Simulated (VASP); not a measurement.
Runs of VASP 6.6.1 on HfN. The structure is that of space group Fm-3m (No. 225), or close to it. The cells are those of the table. 

```csv
cell,gap on the mesh (eV),pressure (GPa)
"a = 3.190 Å, angles 60.0°, 2 atoms",none,4.2
"a = 3.147 Å, angles 60.0°, 2 atoms",none,17.0
"a = 3.212 Å, angles 60.0°, 2 atoms",none,(b)
"a = 3.169 Å, angles 60.0°, 2 atoms",none,(a)
"a = 3.253 Å, angles 60.0°, 2 atoms",none,-10.7
"a = 3.232 Å, angles 60.0°, 2 atoms",none,-6.2
"a = 3.125 Å, angles 60.0°, 2 atoms",none,24.5
```

Alike in all rows: task single point; level PBE; potentials or basis VASP PAW PBE potentials, release 64 (Hf_pv, N); no spin polarisation; k mesh 9 × 9 × 9; cutoff (eV) 520; smearing methfessel-paxton 0.1 eV.

**Question.** Estimate the missing entries.

**Answer.** (a) 10.2; (b) -1.3.

Caveats: spin-orbit coupling is left out, which moves the levels of the heavy elements.

A k mesh can miss the band edges, and the runs leave out spin-orbit coupling on Hf.

A gap of «none» marks levels without a gap at the run's occupations.
